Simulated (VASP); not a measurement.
# Li (P6/mmm) in VASP: a series of runs

Li is run at these levels: PBE; tasks: relaxation of shape and atoms at fixed volume, relaxation of cell and atoms.

Everything below comes from runs of VASP 6.6.1. Logs are shortened: lines on timing, memory, paths and dates and some standing lists are left out, and cuts for length are marked.

## Step 1: The cell of the first run

The structure is hexagonal, space group P6/mmm (No. 191). Conventional cell: a = 2.773 Å, b = 2.773 Å, c = 2.560 Å, α = 90.00°, β = 90.00°, γ = 120.00°. Within 3.4 Å of Li (site symmetry 6/mmm) lie 8 Li at 2.56 to 2.77 Å.

This isn't the form of Li at room conditions, which is bcc.

## Step 2: Relaxation of shape and atoms at fixed volume, PBE

Input file INCAR:

```
SYSTEM = Li
  PREC = Accurate
  ENCUT = 600
  EDIFF = 1E-7
  ISMEAR = -1
  SIGMA = 0.1
  LREAL = .False.
  LASPH = .True.
  NELM = 100
  ALGO = Normal
  ISIF = 4
  LWAVE = .False.
  LCHARG = .False.
  GGA = PE
  IBRION = 2
  NSW = 50
  EDIFFG = -0.005
```

Input file KPOINTS:

```
Automatic mesh
0
Gamma
  16 16 15
  0 0 0
```

Input file POSCAR:

```
Li
1.0
    2.7728384318      0.0000000000      0.0000000000
   -1.3864192159      2.4013485226      0.0000000000
    0.0000000000      0.0000000000      2.5595573914
Li
1
Direct
    0.0000000000      0.0000000000      0.0000000000
```

Potentials or basis: VASP PAW PBE potentials, release 64 (Li_sv).

Run with:

```bash
$ cat potpaw_PBE.64/Li_sv/POTCAR > POTCAR
$ mpirun -np 1 vasp_std > vasp.out
```

OUTCAR:

```text
SYSTEM = Li
   PREC = Accurate
   ENCUT = 600
   EDIFF = 1E-7
   ISMEAR = -1
   LREAL = .False.
   LASPH = .True.
   NELM = 100
   ISIF = 4
   GGA = PE
   IBRION = 2
   NSW = 50
   EDIFFG = -0.005

 ion  position               nearest neighbor table
   1  0.000  0.000  0.000-

  LATTYP: Found a hexagonal cell.
 ALAT       =     2.7728384318
 C/A-ratio  =     0.9230820527

  Lattice vectors:

 A1 = (   2.7728384318,   0.0000000000,   0.0000000000)
 A2 = (  -1.3864192159,   2.4013485226,   0.0000000000)
 A3 = (   0.0000000000,   0.0000000000,   2.5595573914)

Analysis of symmetry for initial positions (statically):
=====================================================================
 Subroutine PRICEL returns:
 Original cell was already a primitive cell.

 Routine SETGRP: Setting up the symmetry group for a
 hexagonal supercell.

 Subroutine GETGRP returns: Found 24 space group operations
 (whereof 24 operations were pure point group operations)
 out of a pool of 24 trial point group operations.

The static configuration has the point symmetry D_6h.

Analysis of symmetry for dynamics (positions and initial velocities):
=====================================================================
 Subroutine PRICEL returns:
 Original cell was already a primitive cell.

 Routine SETGRP: Setting up the symmetry group for a
 hexagonal supercell.

 Subroutine GETGRP returns: Found 24 space group operations
 (whereof 24 operations were pure point group operations)
 out of a pool of 24 trial point group operations.

The dynamic configuration has the point symmetry D_6h.

 Subroutine INISYM returns: Found 24 space group operations
 (whereof 24 operations are pure point group operations),
 and found     1 'primitive' translations

----------------------------------------------------------------------------------------

                                     Primitive cell

  volume of cell :      17.0429

  direct lattice vectors                    reciprocal lattice vectors
     2.772838432  0.000000000  0.000000000     0.360641280  0.208216340  0.000000000
    -1.386419216  2.401348523  0.000000000     0.000000000  0.416432680  0.000000000
[... 89 lines left out ...]
   ISIF   =      4    stress and relaxation
   ISYM   =      2    0-nonsym 1-usesym 2-fastsym
   POTIM  = 0.5000    time-step for ionic-motion
   TEBEG  =    0.0;   TEEND  =   0.0 temperature during run
   PSTRESS=    0.0 pullay stress
   NELECT =       3.0000    total number of electrons
   NUPDOWN=      -1.0000    fix difference up-down
   EMIN   =  10.00;   EMAX   =-10.00  energy-range for DOS
   EFERMI =   0.00;   METHOD = LEGACY
   ISMEAR =    -1;   SIGMA  =   0.10  broadening in eV -4-tet -1-fermi 0-gaus
   EFERMI_NEDOS =   21; number of points for ismear=-14 and -15
   IALGO  =     38    algorithm
   IMIX   =      4    mixing-type and parameters
     AMIX     =   0.40;   BMIX     =  1.00
     AMIX_MAG =   1.60;   BMIX_MAG =  1.00
  volume/ion in A,a.u.               =      17.04       115.01
  Fermi-wavevector in a.u.,A,eV,Ry     =   0.917488  1.733801 11.453169  0.841784
  Thomas-Fermi vector in A             =   2.042462
   LORBIT       =      0    0 simple, 1 ext, 2 COOP (PROOUT), +10 PAW based schemes
   GGA     = PE    functional components
   LHFCALC =     F    Hartree Fock is set to
   AEXX    =    0.0000 exact exchange contribution
   IVDW    =     0    specifies the selected vdW correction
   LEPSILON=     F    determine dielectric tensor
   LRPA    =     F    only Hartree local field effects (RPA)
 conjugate gradient relaxation of ions
 non-spin polarized calculation
  energy-cutoff  :      600.00
  volume of cell :       17.04
 maximum number of plane-waves:       587
 NGX is ok and might be reduce to    24
   NGX = 11   NGY = 11   NGZ = 11

--------------------------------------- Ionic step        1  -------------------------------------------

 number of electron       3.0000005 magnetization

 Free energy of the ion-electron system (eV)
  ---------------------------------------------------
  ext. energy  EPLUGINS =         0.00000000
  ---------------------------------------------------
  free energy    TOTEN  =        -1.82016276 eV

  energy without entropy =       -1.80699081  energy(sigma->0) =       -1.81357678

------------------------ aborting loop because EDIFF is reached ----------------------------------------

  FORCE on cell =-STRESS in cart. coord.  units (eV):
  Direction    XX          YY          ZZ          XY          YZ          ZX
  --------------------------------------------------------------------------------------
  -------------------------------------------------------------------------------------
  Total        0.3153324      0.3153324      0.2778710     -0.0000000     -0.0000000      0.0000000
  in kB       29.6438491     29.6438491     26.1221608     -0.0000000     -0.0000000      0.0000000
  external PRESSURE =      28.4699530 kB  Pullay stress =       0.0000000 kB
[... 57 lines left out ...]
--------------------------------------- Ionic step        3  -------------------------------------------

 number of electron       3.0000005 magnetization

 Free energy of the ion-electron system (eV)
  ---------------------------------------------------
  ext. energy  EPLUGINS =         0.00000000
  ---------------------------------------------------
  free energy    TOTEN  =        -1.82021276 eV

  energy without entropy =       -1.80704461  energy(sigma->0) =       -1.81362868

 E-fermi :   1.0860     XC(G=0):  -7.4800

 val. band max:        1.0759477794   @ k =   0.2500   0.2500   0.1333
 cond. band min:       1.0957306674   @ k =   0.3125   0.1875   0.1333
 fundamental gap:      0.0197828880
 Fermi energy:         1.0859658113

 k-point     1 :       0.0000    0.0000    0.0000
  band No.  band energies     occupation
      1     -45.2888      2.00000
      2      -2.6042      2.00000
      3      15.0421      0.00000
      4      16.3098      0.00000
      5      16.3099      0.00000
[... 177 lines left out ...]
 k-point    24 :       0.2500    0.1875    0.0000
  band No.  band energies     occupation
      1     -45.2561      2.00000
      2      -0.0315      1.99997
      3       6.7801      0.00000
      4       9.4464      0.00000
      5      18.1071      0.00000

 [... further k-points ...]

------------------------ aborting loop because EDIFF is reached ----------------------------------------

  FORCE on cell =-STRESS in cart. coord.  units (eV):
  Direction    XX          YY          ZZ          XY          YZ          ZX
  --------------------------------------------------------------------------------------
  -------------------------------------------------------------------------------------
  Total        0.3022632      0.3022632      0.3022029      0.0000000      0.0000000      0.0000000
  in kB       28.4152349     28.4152349     28.4095686      0.0000000      0.0000000      0.0000000
  external PRESSURE =      28.4133462 kB  Pullay stress =       0.0000000 kB
[... 16 lines left out ...]
  FREE ENERGIE OF THE ION-ELECTRON SYSTEM (eV)
  ---------------------------------------------------
  free  energy   TOTEN  =        -1.8202127551 eV

  energy  without entropy=       -1.8070446071  energy(sigma->0) =       -1.81362868

 reached required accuracy - stopping structural energy minimisation
```

OSZICAR:

```text
N       E                     dE             d eps       ncg     rms          rms(c)
DAV:   1     0.955352638561E+00    0.95535E+00   -0.80924E+02  2415   0.473E+02
DAV:   2    -0.167835279904E+01   -0.26337E+01   -0.24943E+01  3355   0.608E+01
DAV:   3    -0.181929209316E+01   -0.14094E+00   -0.13817E+00  3140   0.101E+01
[... 19 lines left out ...]
DAV:   2    -0.182020709355E+01   -0.49763E-06   -0.55303E-06  3075   0.280E-02    0.221E-02
DAV:   3    -0.182021325729E+01   -0.61637E-05   -0.68059E-07  3055   0.807E-03    0.258E-04
DAV:   4    -0.182021286909E+01    0.38820E-06   -0.33046E-09  1850   0.622E-04    0.126E-04
DAV:   5    -0.182021276859E+01    0.10050E-06   -0.70594E-10  1245   0.322E-04    0.138E-05
DAV:   6    -0.182021275514E+01    0.13447E-07   -0.94761E-11  1215   0.113E-04
   3 F= -.18202128E+01 E0= -.18136287E+01  d E =-.499951E-04
```

CONTCAR:

```text
Li
   1.00000000000000
     2.7765297021242241    0.0000000000000000    0.0000000000000000
    -1.3882648510621121    2.4045452564779026    0.0000000000000000
     0.0000000000000000   -0.0000000000000000    2.5527562843302842
  Li
     1
Direct
     0.0000000000000000    0.0000000000000000    0.0000000000000000

  0.00000000E+00  0.00000000E+00  0.00000000E+00
```

It took 17 s on 1 thread of AMD EPYC 9R45 (Zen 5), shared host; peak memory 0.11 GiB.

Results:

```
Free energy               : -1.8202 eV
Energy gained by relaxing : 0.0 meV/atom
Ionic steps               : 3
Pressure after relaxing   : 2.8 GPa
Band gap on the k mesh    : zero (an odd number of electrons rules out a gap without spin polarisation)
```

Final structure:
```
Li
1.0
     2.77653    0.00000    0.00000
    -1.38826    2.40455    0.00000
     0.00000    0.00000    2.55276
Li
1
Direct
  0.00000 0.00000 0.00000
```

Caveat: the cutoff is under 1.25 times the usual one of these potentials, so pressure, stress and relaxed cells hold a basis-set (Pulay) error.

## Step 3: Relaxation of shape and atoms at fixed volume, PBE

This run uses another cell than the first one, of 18.67 Å³/atom.

Input file INCAR:

```
SYSTEM = Li
PREC = Accurate ; ENCUT = 600
EDIFF = 1E-6 ; ISMEAR = -1
SIGMA = 0.1 ; LREAL = .FALSE.
LASPH = .TRUE. ; NELM = 100
ALGO = Normal ; ISIF = 4
LWAVE = .FALSE. ; LCHARG = .FALSE.
GGA = PE ; IBRION = 2
NSW = 50 ; EDIFFG = -0.005
```

Input file KPOINTS:

```
Automatic mesh
0
G
  16 16 15
  0 0 0
```

Input file POSCAR:

```
Li
1.0
    2.8582096327      0.0000000000      0.0000000000
   -1.4291048163      2.4752821512      0.0000000000
    0.0000000000      0.0000000000      2.6383620147
Li
1
Direct
    0.0000000000      0.0000000000      0.0000000000
```

Potentials or basis: VASP PAW PBE potentials, release 64 (Li_sv).

Run with:

```bash
$ cat potpaw_PBE.64/Li_sv/POTCAR > POTCAR
$ mpirun -np 1 vasp_std > vasp.out
```

OUTCAR:

```text
SYSTEM = Li
   PREC = Accurate
   ENCUT = 600
   EDIFF = 1E-6
   ISMEAR = -1
   LREAL = .FALSE.
   LASPH = .TRUE.
   NELM = 100
   ISIF = 4
   GGA = PE
   IBRION = 2
   NSW = 50
   EDIFFG = -0.005

 ion  position               nearest neighbor table
   1  0.000  0.000  0.000-

  LATTYP: Found a hexagonal cell.
 ALAT       =     2.8582096327
 C/A-ratio  =     0.9230820527

  Lattice vectors:

 A1 = (   2.8582096327,   0.0000000000,   0.0000000000)
 A2 = (  -1.4291048163,   2.4752821512,   0.0000000000)
 A3 = (   0.0000000000,   0.0000000000,   2.6383620147)

Analysis of symmetry for initial positions (statically):
=====================================================================
 Subroutine PRICEL returns:
 Original cell was already a primitive cell.

 Routine SETGRP: Setting up the symmetry group for a
 hexagonal supercell.

 Subroutine GETGRP returns: Found 24 space group operations
 (whereof 24 operations were pure point group operations)
 out of a pool of 24 trial point group operations.

The static configuration has the point symmetry D_6h.

Analysis of symmetry for dynamics (positions and initial velocities):
=====================================================================
 Subroutine PRICEL returns:
 Original cell was already a primitive cell.

 Routine SETGRP: Setting up the symmetry group for a
 hexagonal supercell.

 Subroutine GETGRP returns: Found 24 space group operations
 (whereof 24 operations were pure point group operations)
 out of a pool of 24 trial point group operations.

The dynamic configuration has the point symmetry D_6h.

 Subroutine INISYM returns: Found 24 space group operations
 (whereof 24 operations are pure point group operations),
 and found     1 'primitive' translations
[... 118 lines left out ...]
   GGA     = PE    functional components
   LHFCALC =     F    Hartree Fock is set to
   AEXX    =    0.0000 exact exchange contribution
   IVDW    =     0    specifies the selected vdW correction
   LEPSILON=     F    determine dielectric tensor
   LRPA    =     F    only Hartree local field effects (RPA)
 conjugate gradient relaxation of ions
 non-spin polarized calculation
  energy-cutoff  :      600.00
  volume of cell :       18.67
 maximum number of plane-waves:       642
 NGX is ok and might be reduce to    24
   NGX = 11   NGY = 11   NGZ = 11

--------------------------------------- Ionic step        1  -------------------------------------------

 number of electron       2.9999993 magnetization

 Free energy of the ion-electron system (eV)
  ---------------------------------------------------
  ext. energy  EPLUGINS =         0.00000000
  ---------------------------------------------------
  free energy    TOTEN  =        -1.84138148 eV

  energy without entropy =       -1.82743399  energy(sigma->0) =       -1.83440773

------------------------ aborting loop because EDIFF is reached ----------------------------------------

  FORCE on cell =-STRESS in cart. coord.  units (eV):
  Direction    XX          YY          ZZ          XY          YZ          ZX
  --------------------------------------------------------------------------------------
  -------------------------------------------------------------------------------------
  Total        0.1334723      0.1334723      0.1166534      0.0000000     -0.0000000      0.0000000
  in kB       11.4564142     11.4564142     10.0127797      0.0000000     -0.0000000      0.0000000
  external PRESSURE =      10.9752027 kB  Pullay stress =       0.0000000 kB
[... 57 lines left out ...]
--------------------------------------- Ionic step        3  -------------------------------------------

 number of electron       2.9999993 magnetization

 Free energy of the ion-electron system (eV)
  ---------------------------------------------------
  ext. energy  EPLUGINS =         0.00000000
  ---------------------------------------------------
  free energy    TOTEN  =        -1.84139232 eV

  energy without entropy =       -1.82745302  energy(sigma->0) =       -1.83442267

 E-fermi :   0.8101     XC(G=0):  -7.2471

 val. band max:        0.7969331804   @ k =   0.3125   0.0000   0.3333
 cond. band min:       0.8153180449   @ k =   0.3125   0.1875   0.1333
 fundamental gap:      0.0183848645
 Fermi energy:         0.8100851977

 k-point     1 :       0.0000    0.0000    0.0000
  band No.  band energies     occupation
      1     -45.6980      2.00000
      2      -2.7806      2.00000
      3      13.8700      0.00000
      4      15.1167      0.00000
      5      15.1167      0.00000
[... 177 lines left out ...]
 k-point    24 :       0.2500    0.1875    0.0000
  band No.  band energies     occupation
      1     -45.6746      2.00000
      2      -0.2731      1.99996
      3       6.1951      0.00000
      4       8.5588      0.00000
      5      16.7386      0.00000

 [... further k-points ...]

------------------------ aborting loop because EDIFF is reached ----------------------------------------

  FORCE on cell =-STRESS in cart. coord.  units (eV):
  Direction    XX          YY          ZZ          XY          YZ          ZX
  --------------------------------------------------------------------------------------
  -------------------------------------------------------------------------------------
  Total        0.1276511      0.1276511      0.1275914      0.0000000      0.0000000      0.0000000
  in kB       10.9567564     10.9567564     10.9516294      0.0000000      0.0000000      0.0000000
  external PRESSURE =      10.9550474 kB  Pullay stress =       0.0000000 kB
[... 16 lines left out ...]
  FREE ENERGIE OF THE ION-ELECTRON SYSTEM (eV)
  ---------------------------------------------------
  free  energy   TOTEN  =        -1.8413923243 eV

  energy  without entropy=       -1.8274530241  energy(sigma->0) =       -1.83442267

 reached required accuracy - stopping structural energy minimisation
```

Wall time 16 s (1 thread of AMD EPYC 9R45 (Zen 5), shared host); peak memory 0.11 GiB.

Results:

- Free energy: -1.8414 eV
- Energy gained by relaxing: 0.0 meV/atom
- Ionic steps: 3
- Pressure after relaxing: 1.1 GPa
- Band gap on the k mesh: zero (an odd number of electrons rules out a gap without spin polarisation)

Final structure:
```yaml
crystal:
  lattice:
    - [2.86002, 0.00000, 0.00000]
    - [-1.43001, 2.47685, 0.00000]
    - [0.00000, 0.00000, 2.63503]
  atoms:
    - { symbol: Li, position: [0.00000, 0.00000, 0.00000] }
```

Levels at points of the mesh, in eV from the Fermi level:
```
           k point  band 1  band 2  band 3  band 4  band 5
(0.00, 0.00, 0.00)  -46.51   -3.59   13.06   14.31   14.31
(0.50, 0.00, 0.00)  -46.48   -0.20    3.08   10.15   14.18
```

Caveat: the cutoff is under 1.25 times the usual one of these potentials, so pressure, stress and relaxed cells hold a basis-set (Pulay) error.

## Step 4: Relaxation of cell and atoms, PBE

This run uses another cell than the first one, of 21.00 Å³/atom.

Input file INCAR:

```
SYSTEM = Li
PREC = Accurate
ENCUT = 600
EDIFF = 1E-6
ISMEAR = -1
SIGMA = 0.1
LREAL = .FALSE.
LASPH = .TRUE.
NELM = 60
ALGO = Normal
ISIF = 3
LWAVE = .FALSE.
LCHARG = .FALSE.
GGA = PE
IBRION = 2
NSW = 60
EDIFFG = -0.005
```

Input file KPOINTS:

```
regular mesh
0
G
  16 16 15
  0 0 0
```

Input file POSCAR:

```
Li
1.0
    2.9546830057      0.0000000000      0.0000000000
   -1.4773415028      2.5588305430      0.0000000000
    0.0000000000      0.0000000000      2.7774020253
Li
1
Direct
    0.0000000000      0.0000000000      0.0000000000
```

Run with:

```bash
$ cat potpaw_PBE.64/Li_sv/POTCAR > POTCAR
$ mpirun -np 1 vasp_std > vasp.out
```

Run time: 52 s. Hardware: 1 thread of AMD EPYC 9R45 (Zen 5), shared host; peak memory 0.12 GiB.

The run converged. Its results:

```
Free energy                           : -1.8484 eV
Relaxed volume                        : 20.06 Å³/atom
Relaxed cell                          : a = 2.928 Å, b = 2.928 Å, c = 2.702 Å, α = 90.00°, β = 90.00°, γ = 120.00°
Space group after relaxing (to 0.1 Å) : P6/mmm (No. 191)
Energy gained by relaxing             : 2.4 meV/atom
Ionic steps                           : 8
Pressure after relaxing               : 0.0 GPa
Band gap on the k mesh                : zero (an odd number of electrons rules out a gap without spin polarisation)
```

The path:
| step | energy change (eV) | largest force (eV/Å) | pressure (GPa) | volume (Å³) |
| --- | --- | --- | --- | --- |
| 1 | 0.0000 | 0.0000 | -0.51 | 21.00 |
| 2 | -0.0011 | 0.0000 | -0.41 | 20.79 |
| 3 | -0.0022 | 0.0000 | -0.20 | 20.38 |
| 4 | -0.0022 | 0.0000 | -0.15 | 20.31 |
| 5 | -0.0024 | 0.0000 | -0.09 | 20.20 |
| 6 | -0.0024 | 0.0000 | -0.04 | 20.13 |
| 7 | -0.0024 | 0.0000 | 0.05 | 19.98 |
| 8 | -0.0024 | 0.0000 | 0.00 | 20.06 |

Final structure:
```cif
data_structure
_symmetry_space_group_name_H-M 'P 1'
_symmetry_Int_Tables_number 1
_cell_length_a 2.9281
_cell_length_b 2.9281
_cell_length_c 2.7017
_cell_angle_alpha 90.000
_cell_angle_beta 90.000
_cell_angle_gamma 120.000
_cell_volume 20.06
loop_
_atom_site_label
_atom_site_type_symbol
_atom_site_fract_x
_atom_site_fract_y
_atom_site_fract_z
_atom_site_occupancy
Li1 Li 0.00000 0.00000 0.00000 1
```

Levels at points of the mesh, in eV from the Fermi level:
```csv
k point,band 1,band 2,band 3,band 4,band 5
"(0.00, 0.00, 0.00)",-46.62,-3.51,12.40,13.62,13.62
"(0.50, 0.00, 0.00)",-46.60,-0.16,2.83,9.67,13.50
```

Caveat: the cutoff is under 1.25 times the usual one of these potentials, so pressure, stress and relaxed cells hold a basis-set (Pulay) error.

## Step 5: The runs side by side

```csv
task,cell,gap on the mesh (eV),pressure (GPa)
relaxation of shape and atoms at fixed volume,"relaxed from a = 2.773, b = 2.773, c = 2.560 Å, angles 90.0, 90.0, 120.0°, 1 atom",none,2.8
relaxation of shape and atoms at fixed volume,"relaxed from a = 2.858, b = 2.858, c = 2.638 Å, angles 90.0, 90.0, 120.0°, 1 atom",none,1.1
relaxation of cell and atoms,"relaxed from a = 2.955, b = 2.955, c = 2.777 Å, angles 90.0, 90.0, 120.0°, 1 atom",none,0.0
```

Alike in all rows: level PBE; potentials or basis VASP PAW PBE potentials, release 64 (Li_sv); no spin polarisation; k mesh 16 × 16 × 15; cutoff (eV) 600; smearing fermi-dirac 0.1 eV.

Caveats: the cutoff is under 1.25 times the usual one of these potentials, so pressure, stress and relaxed cells hold a basis-set (Pulay) error.

Absolute energies hang on the potentials; compare differences alone.
